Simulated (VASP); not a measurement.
# Al2InN3 (P4mm) in VASP: further runs

The runs below take Al2InN3 through single point, relaxation of cell and atoms, with PBE.

All numbers are computed with VASP 6.6.1; they aren't measurements. Logs are shortened: lines on timing, memory, paths and dates and some standing lists are left out, and cuts for length are marked.

## (1) The cell of the first run

It takes space group P4mm (No. 99, tetragonal). The conventional cell has a = 3.294 Å, b = 3.294 Å, c = 8.031 Å, α = 90.00°, β = 90.00°, γ = 90.00°. Within 3.4 Å of Al (site symmetry 4mm) lie 6 N at 2.54 to 2.72 Å and 4 In at 2.65 Å and 4 Al at 3.29 Å. Within 3.5 Å of Al (site symmetry 4mm) lie 1 In at 2.63 Å and 9 N at 2.69 to 2.73 Å and 4 Al at 3.29 Å. Within 3.5 Å of In (site symmetry 4mm) lie 5 Al at 2.63 to 2.65 Å and 5 N at 2.66 Å and 4 In at 3.29 Å. N (site symmetry 4mm) has 9 N at 2.67 to 3.29 Å and 5 Al at 2.72 to 2.73 Å within 3.5 Å. N (site symmetry 4mm) has 5 Al at 2.54 to 2.69 Å and 4 In at 2.66 Å and 5 N at 2.77 to 3.29 Å within 3.4 Å. Within 3.5 Å of N (site symmetry 4mm) lie 1 In at 2.66 Å and 8 N at 2.67 to 3.29 Å and 5 Al at 2.72 to 2.73 Å.

The cell was built from a structure type or drawn by symmetry, and may not be a known phase.

## (2) Single point, PBE

Input file INCAR:

```
SYSTEM = Al2InN3
PREC = Accurate
ENCUT = 520
EDIFF = 1E-7
ISMEAR = 0
SIGMA = 0.1
LREAL = .FALSE.
LASPH = .TRUE.
NELM = 80
ALGO = Normal
ISIF = 2
LWAVE = .FALSE.
LCHARG = .FALSE.
GGA = PE
NBANDS = 26
```

Input file KPOINTS:

```
regular mesh
0
G
  6 6 2
  0 0 0
```

Input file POSCAR:

```
Al2InN3
1.0
    3.2943083400      0.0000000000      0.0000000000
    0.0000000000      3.2943083400      0.0000000000
    0.0000000000      0.0000000000      8.0305118100
Al In N
2 1 3
Direct
    0.0000000000      0.0000000000      0.0094770000
    0.5000000000      0.5000000000      0.4938240100
    0.5000000000      0.5000000000      0.1658110000
    0.0000000000      0.0000000000      0.6709480300
    0.0000000000      0.0000000000      0.3257620000
    0.5000000000      0.5000000000      0.8341779700
```

Potentials or basis: VASP PAW PBE potentials, release 64 (Al, In_d, N).

Started as:

```sh
> cat potpaw_PBE.64/Al/POTCAR potpaw_PBE.64/In_d/POTCAR potpaw_PBE.64/N/POTCAR > POTCAR
> mpirun -np 1 vasp_std > vasp.out
```

OUTCAR:

```text
SYSTEM = Al2InN3
   PREC = Accurate
   ENCUT = 520
   EDIFF = 1E-7
   ISMEAR = 0
   LREAL = .FALSE.
   LASPH = .TRUE.
   NELM = 80
   ISIF = 2
   GGA = PE

 ion  position               nearest neighbor table
   1  0.000  0.000  0.009-   5 2.54   3 2.65   3 2.65   3 2.65   3 2.65
   2  0.500  0.500  0.494-   3 2.63
   3  0.500  0.500  0.166-   2 2.63   1 2.65   1 2.65   1 2.65   1 2.65   5 2.66   5 2.66   5 2.66
                             5 2.66   6 2.66
   4  0.000  0.000  0.671-
   5  0.000  0.000  0.326-   1 2.54   3 2.66   3 2.66   3 2.66   3 2.66
   6  0.500  0.500  0.834-   3 2.66

  LATTYP: Found a simple tetragonal cell.
 ALAT       =     3.2943083400
 C/A-ratio  =     2.4376928269

  Lattice vectors:

 A1 = (   3.2943083400,   0.0000000000,   0.0000000000)
 A2 = (   0.0000000000,   3.2943083400,   0.0000000000)
 A3 = (   0.0000000000,   0.0000000000,   8.0305118100)

Analysis of symmetry for initial positions (statically):
=====================================================================
 Subroutine PRICEL returns:
 Original cell was already a primitive cell.

 Routine SETGRP: Setting up the symmetry group for a
 simple tetragonal supercell.

 Subroutine GETGRP returns: Found  8 space group operations
 (whereof  8 operations were pure point group operations)
 out of a pool of 16 trial point group operations.

The static configuration has the point symmetry C_4v.

Analysis of symmetry for dynamics (positions and initial velocities):
=====================================================================
 Subroutine PRICEL returns:
 Original cell was already a primitive cell.

 Routine SETGRP: Setting up the symmetry group for a
 simple tetragonal supercell.

 Subroutine GETGRP returns: Found  8 space group operations
 (whereof  8 operations were pure point group operations)
 out of a pool of 16 trial point group operations.

The dynamic configuration has the point symmetry C_4v.

 Subroutine INISYM returns: Found  8 space group operations
 (whereof  8 operations are pure point group operations),
 and found     1 'primitive' translations

----------------------------------------------------------------------------------------

                                     Primitive cell

  volume of cell :      87.1509

  direct lattice vectors                    reciprocal lattice vectors
     3.294308340  0.000000000  0.000000000     0.303553856  0.000000000  0.000000000
     0.000000000  3.294308340  0.000000000     0.000000000  0.303553856  0.000000000
     0.000000000  0.000000000  8.030511810     0.000000000  0.000000000  0.124525064

  length of vectors
     3.294308340  3.294308340  8.030511810     0.303553856  0.303553856  0.124525064

  position of ions in fractional coordinates (direct lattice)
     0.000000000  0.000000000  0.009477000
     0.500000000  0.500000000  0.493824010
     0.500000000  0.500000000  0.165811000
     0.000000000  0.000000000  0.670948030
     0.000000000  0.000000000  0.325762000
     0.500000000  0.500000000  0.834177970

  ion indices of the primitive-cell ions
   primitive index   ion index
                 1           1
                 2           2
                 3           3
                 4           4
                 5           5
                 6           6

----------------------------------------------------------------------------------------

 KPOINTS: regular mesh

Automatic generation of k-mesh.
 Grid dimensions read from file:
 generate k-points for:    6    6    2

 Generating k-lattice:

  Cartesian coordinates                     Fractional coordinates (reciprocal lattice)
     0.050592309  0.000000000  0.000000000     0.166666667  0.000000000  0.000000000
     0.000000000  0.050592309  0.000000000     0.000000000  0.166666667  0.000000000
     0.000000000  0.000000000  0.062262532     0.000000000  0.000000000  0.500000000

  Length of vectors
     0.050592309  0.050592309  0.062262532

  Shift w.r.t. Gamma in fractional coordinates (k-lattice)
     0.000000000  0.000000000  0.000000000

 Subroutine IBZKPT returns following result:
 ===========================================

 Found     20 irreducible k-points:

 Following reciprocal coordinates:
            Coordinates               Weight
  0.000000  0.000000  0.000000      1.000000
  0.166667  0.000000  0.000000      4.000000
  0.333333  0.000000  0.000000      4.000000
  0.500000  0.000000  0.000000      2.000000
  0.166667  0.166667  0.000000      4.000000
  0.333333  0.166667  0.000000      8.000000
[... 12 lines left out ...]
  0.500000  0.333333  0.500000      4.000000
  0.500000  0.500000  0.500000      1.000000
   k-points           NKPTS =     20   k-points in BZ     NKDIM =     20   number of bands    NBANDS=     26
   number of dos      NEDOS =    301   number of ions     NIONS =      6
   total plane-waves  NPLWV =  47040
   dimension x,y,z NGX =    28 NGY =   28 NGZ =   60
   dimension x,y,z NGXF=    56 NGYF=   56 NGZF=  120
   ions per type =               2   1   3
   NGX,Y,Z   is equivalent  to a cutoff of  14.13, 14.13, 12.42 a.u.
   NGXF,Y,Z  is equivalent  to a cutoff of  28.26, 28.26, 24.84 a.u.
 SYSTEM =  Al2InN3
   PREC   = accura    normal or accurate (medium, high low for compatibility)
   ISTART =      0    job   : 0-new  1-cont  2-samecut
   ICHARG =      2    charge: 1-file 2-atom 10-const
   ISPIN  =      1    spin polarized calculation?
   LNONCOLLINEAR =      F non collinear calculations
   LSORBIT =      F    spin-orbit coupling
   LASPH  =      T    aspherical Exc in radial PAW
   ENCUT  =  520.0 eV  38.22 Ry    6.18 a.u.   6.13  6.13 14.93*2*pi/ulx,y,z
   NELM   =     80;   NELMIN=  2; NELMDL= -5     # of ELM steps
   EDIFF  = 0.1E-06   stopping-criterion for ELM
   LREAL  =      F    real-space projection
   EDIFFG = 0.1E-05   stopping-criterion for IOM
   NSW    =      0    number of steps for IOM
   IBRION =     -1    ionic relax: 0-MD 1-quasi-New 2-CG
   NFREE  =      0    steps in history (QN), initial steepest desc. (CG)
   ISIF   =      2    stress and relaxation
   ISYM   =      2    0-nonsym 1-usesym 2-fastsym
   POTIM  = 0.5000    time-step for ionic-motion
   TEBEG  =    0.0;   TEEND  =   0.0 temperature during run
   PSTRESS=    0.0 pullay stress
   NELECT =      34.0000    total number of electrons
   NUPDOWN=      -1.0000    fix difference up-down
   EMIN   =  10.00;   EMAX   =-10.00  energy-range for DOS
   EFERMI =   0.00;   METHOD = LEGACY
   ISMEAR =     0;   SIGMA  =   0.10  broadening in eV -4-tet -1-fermi 0-gaus
   EFERMI_NEDOS =   21; number of points for ismear=-14 and -15
   IALGO  =     38    algorithm
   IMIX   =      4    mixing-type and parameters
     AMIX     =   0.40;   BMIX     =  1.00
     AMIX_MAG =   1.60;   BMIX_MAG =  1.00
  volume/ion in A,a.u.               =      14.53        98.02
  Fermi-wavevector in a.u.,A,eV,Ry     =   1.196219  2.260525 19.469107  1.430939
  Thomas-Fermi vector in A             =   2.332164
   LORBIT       =      0    0 simple, 1 ext, 2 COOP (PROOUT), +10 PAW based schemes
   GGA     = PE    functional components
   LHFCALC =     F    Hartree Fock is set to
   AEXX    =    0.0000 exact exchange contribution
   IVDW    =     0    specifies the selected vdW correction
   LEPSILON=     F    determine dielectric tensor
   LRPA    =     F    only Hartree local field effects (RPA)
 non-spin polarized calculation
 Gauss-broadening in eV      SIGMA  =   0.10
  energy-cutoff  :      520.00
  volume of cell :       87.15
 maximum number of plane-waves:      2392
 NGX is ok and might be reduce to    28
   NGX = 13   NGY = 13   NGZ = 29

 number of electron      34.0000010 magnetization

 Free energy of the ion-electron system (eV)
  ---------------------------------------------------
  ext. energy  EPLUGINS =         0.00000000
  ---------------------------------------------------
  free energy    TOTEN  =       -24.06375825 eV

  energy without entropy =      -24.03566800  energy(sigma->0) =      -24.04971312

 E-fermi :   5.7859     XC(G=0): -10.5083

 val. band max:        5.7847623618   @ k =   0.5000   0.0000   0.5000
 cond. band min:       5.7882286641   @ k =   0.5000   0.0000   0.0000
 fundamental gap:      0.0034663023
 Fermi energy:         5.7858517606

 k-point     1 :       0.0000    0.0000    0.0000
  band No.  band energies     occupation
      1      -9.3385      2.00000
      2      -9.3219      2.00000
      3      -8.9954      2.00000
      4      -8.9954      2.00000
      5      -8.9730      2.00000
      6      -8.7599      2.00000
[... 18 lines left out ...]
     25      12.7583      0.00000
     26      13.5370      0.00000

 k-point     2 :       0.1667    0.0000    0.0000
  band No.  band energies     occupation
      1      -9.3143      2.00000
      2      -9.2317      2.00000
      3      -9.1094      2.00000
      4      -9.0139      2.00000
      5      -8.9894      2.00000
      6      -8.5077      2.00000
[... 18 lines left out ...]
     25      12.6668      0.00000
     26      13.8310      0.00000

 k-point     3 :       0.3333    0.0000    0.0000
  band No.  band energies     occupation
      1      -9.2978      2.00000
      2      -9.2451      2.00000
      3      -9.0941      2.00000
      4      -9.0522      2.00000
      5      -8.9775      2.00000
      6      -7.9314      2.00000
[... 18 lines left out ...]
     25      12.7855      0.00000
     26      13.2214      0.00000

 k-point     4 :       0.5000    0.0000    0.0000
  band No.  band energies     occupation
      1      -9.3384      2.00000
      2      -9.2517      2.00000
      3      -9.1335      2.00000
      4      -8.9715      2.00000
      5      -8.9687      2.00000
      6      -7.5360      2.00000
[... 18 lines left out ...]
     25      12.3231      0.00000
     26      12.3331      0.00000

 k-point     5 :       0.1667    0.1667    0.0000
  band No.  band energies     occupation
      1      -9.2404      2.00000
      2      -9.2144      2.00000
      3      -9.1430      2.00000
      4      -9.0644      2.00000
      5      -9.0340      2.00000
      6      -8.2578      2.00000
[... 18 lines left out ...]
     25      12.4882      0.00000
     26      14.0724      0.00000

 k-point     6 :       0.3333    0.1667    0.0000
  band No.  band energies     occupation
      1      -9.3138      2.00000
      2      -9.1783      2.00000
      3      -9.1632      2.00000
      4      -9.0415      2.00000
      5      -9.0179      2.00000
      6      -7.6981      2.00000
[... 311 lines left out ...]
 k-point    17 :       0.5000    0.1667    0.5000
  band No.  band energies     occupation
      1      -9.3687      2.00000
      2      -9.2134      2.00000
      3      -9.1682      2.00000
      4      -9.0207      2.00000
      5      -8.9414      2.00000
      6      -7.3075      2.00000
[... 18 lines left out ...]
     25      11.7187      0.00000
     26      12.2228      0.00000

 k-point    18 :       0.3333    0.3333    0.5000
  band No.  band energies     occupation
      1      -9.4735      2.00000
      2      -9.1607      2.00000
      3      -9.1209      2.00000
      4      -9.0672      2.00000
      5      -8.9259      2.00000
      6      -7.1622      2.00000
[... 18 lines left out ...]
     25      11.0753      0.00000
     26      11.6658      0.00000

 k-point    19 :       0.5000    0.3333    0.5000
  band No.  band energies     occupation
      1      -9.5525      2.00000
      2      -9.1895      2.00000
      3      -9.1163      2.00000
      4      -9.0467      2.00000
      5      -8.8439      2.00000
      6      -6.9326      2.00000
[... 18 lines left out ...]
     25      11.3801      0.00000
     26      11.6602      0.00000

 k-point    20 :       0.5000    0.5000    0.5000
  band No.  band energies     occupation
      1      -9.6442      2.00000
      2      -9.1604      2.00000
      3      -9.1604      2.00000
      4      -9.0167      2.00000
      5      -8.7663      2.00000
      6      -6.7486      2.00000
[... 18 lines left out ...]
     25      10.6393      0.00000
     26      11.5562      0.00000

------------------------ aborting loop because EDIFF is reached ----------------------------------------

  FORCE on cell =-STRESS in cart. coord.  units (eV):
  Direction    XX          YY          ZZ          XY          YZ          ZX
  --------------------------------------------------------------------------------------
  -------------------------------------------------------------------------------------
  Total       -4.1700973     -4.1700973    -10.9151094      0.0000000      0.0000000      0.0000000
  in kB      -76.6628673    -76.6628673   -200.6628415      0.0000000      0.0000000      0.0000000
  external PRESSURE =    -117.9961920 kB  Pullay stress =       0.0000000 kB

 VOLUME and BASIS-vectors are now :
 -----------------------------------------------------------------------------
  energy-cutoff  :      520.00
  volume of cell :       87.15
      direct lattice vectors                 reciprocal lattice vectors
     3.294308340  0.000000000  0.000000000     0.303553856  0.000000000  0.000000000
     0.000000000  3.294308340  0.000000000     0.000000000  0.303553856  0.000000000
     0.000000000  0.000000000  8.030511810     0.000000000  0.000000000  0.124525064

 POSITION                                       TOTAL-FORCE (eV/Angst)
 -----------------------------------------------------------------------------------
      0.00000      0.00000      0.07611        -0.000000      0.000000     -4.577436
      1.64715      1.64715      3.96566        -0.000000      0.000000      2.935702
      1.64715      1.64715      1.33155        -0.000000     -0.000000      1.285381
      0.00000      0.00000      5.38806         0.000000      0.000000     -0.821288
      0.00000      0.00000      2.61604         0.000000      0.000000     -0.249543
      1.64715      1.64715      6.69888        -0.000000      0.000000      1.427183
 -----------------------------------------------------------------------------------
    total drift:                                0.000000      0.000000      0.000617

  FREE ENERGIE OF THE ION-ELECTRON SYSTEM (eV)
  ---------------------------------------------------
  free  energy   TOTEN  =       -24.0637582496 eV

  energy  without entropy=      -24.0356679961  energy(sigma->0) =      -24.04971312
```

Run time: 57 s. Hardware: 1 thread of Intel Xeon Platinum 8259CL at 2.50GHz (Skylake/Cascade Lake), shared host; peak memory 0.21 GiB.

Results:

```yaml
Free_energy: -24.0638 eV
Pressure: -11.8 GPa
Largest_force: 4.577 eV/Å
Band_gap_on_the_k_mesh: zero (bands 17 and 18 overlap by 1.18 eV)
```

Forces in eV/Å, atoms in the order of the input:
```
Al   0.000  0.000 -4.577
Al   0.000  0.000  2.936
In   0.000  0.000  1.285
N    0.000  0.000 -0.821
N    0.000  0.000 -0.250
N    0.000  0.000  1.427
```

Caveat: the k points lie up to 0.39 Å⁻¹ apart, too coarse for converged energies and pressures of a metal; spin-orbit coupling is left out, which moves the levels of the heavy elements; forces of over 1 eV/Å act on the atoms, so gaps and moduli don't describe the material at rest.

(Continued in part 2 of 3.)
